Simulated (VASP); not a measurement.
Here is a VASP 6.6.1 calculation.

INCAR

```
SYSTEM = Zr3Si2
PREC = Accurate
ENCUT = 520
EDIFF = 1E-7
ISMEAR = 0
SIGMA = 0.1
LREAL = .False.
LASPH = .True.
NELM = 60
ALGO = Fast
ISIF = 2
LWAVE = .False.
LCHARG = .False.
GGA = PS
NBANDS = 55
```

KPOINTS

```
Automatic mesh
0
Gamma
  6 6 10
  0 0 0
```

The input POSCAR:

```
Zr3Si2
1.0
    7.1027713400      0.0000000000      0.0000000000
    0.0000000000      7.1027713400      0.0000000000
    0.0000000000      0.0000000000      3.7137365600
Zr Si
6 4
Direct
    0.1740025986      0.6740025986      0.5000000000
    0.8259974014      0.3259974014      0.5000000000
    0.3259974014      0.1740025986      0.5000000000
    0.6740025986      0.8259974014      0.5000000000
    0.0000000000      0.0000000000      0.0000000000
    0.5000000000      0.5000000000      0.0000000000
    0.6226280124      0.1226280124      0.0000000000
    0.3773719876      0.8773719876      0.0000000000
    0.8773719876      0.6226280124      0.0000000000
    0.1226280124      0.3773719876      0.0000000000
```

Potentials or basis: VASP PAW PBE potentials, release 64 (Zr_sv, Si).

Command:

```console
$ cat potpaw_PBE.64/Zr_sv/POTCAR potpaw_PBE.64/Si/POTCAR > POTCAR
$ mpirun -np 1 vasp_std > vasp.out
```

(1) What does it give for the pressure?

(2) What does it give for the largest force?

(3) Estimate the band gap on the k mesh.

Answers

(1) -3.6 GPa.

(2) 0.005 eV/Å.

(3) zero (bands 44 and 45 overlap by 1.11 eV).

Caveat: the cell stands under tension; the PAW data sets were made with another functional, which shifts forces and pressure a little.
